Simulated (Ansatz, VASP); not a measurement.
# Si16CO: VASP beside Ansatz

```
CELL_PARAMETERS angstrom
7.73541 0.00000 0.00000
0.00000 7.73541 0.00000
0.00000 0.00000 22.11192
ATOMIC_POSITIONS crystal
Si 0.00000 0.25000 0.18090
Si 0.00000 0.75000 0.18090
Si 0.50000 0.25000 0.18090
Si 0.50000 0.75000 0.18090
Si 0.00000 0.00000 0.24274
Si 0.00000 0.50000 0.24274
Si 0.50000 0.00000 0.24274
Si 0.50000 0.50000 0.24274
Si 0.25000 0.00000 0.30620
Si 0.25000 0.50000 0.30620
Si 0.75000 0.00000 0.30620
Si 0.75000 0.50000 0.30620
Si 0.25000 0.25000 0.36686
Si 0.25000 0.75000 0.36686
Si 0.75000 0.25000 0.36686
Si 0.75000 0.75000 0.36686
C 0.50000 0.75000 0.32570
O 0.55302 0.80302 0.37114
```

Alike in both runs: task single point; functional PBE; k mesh 4 × 4 × 1; occupations gaussian, width 0.05 eV; no spin polarisation.

```csv
,VASP,Ansatz
version,VASP 6.6.1,Ansatz 0.2.0
potentials or method,"VASP PAW PBE potentials, release 64 (Si, C, O), cutoff 520 eV","scalar-relativistic, plane waves, PAW"
valence electrons in the cell,74,74
```

VASP gave:

```
gap on the k mesh at the Fermi level (eV) : none
rms of the force components (eV/Å)        : 2.446
```

**Question.** What did Ansatz give for the same quantities?

**Answer.** gap on the k mesh at the Fermi level (eV): none; rms of the force components (eV/Å): 2.322.

Atom by atom the forces differ by 0.147 eV/Å (rms over components). A gap of «none» marks a metal or a gap that the smearing closes.

Noted on VASP's run: the standard files for N, O and F lose accuracy on very short bonds.
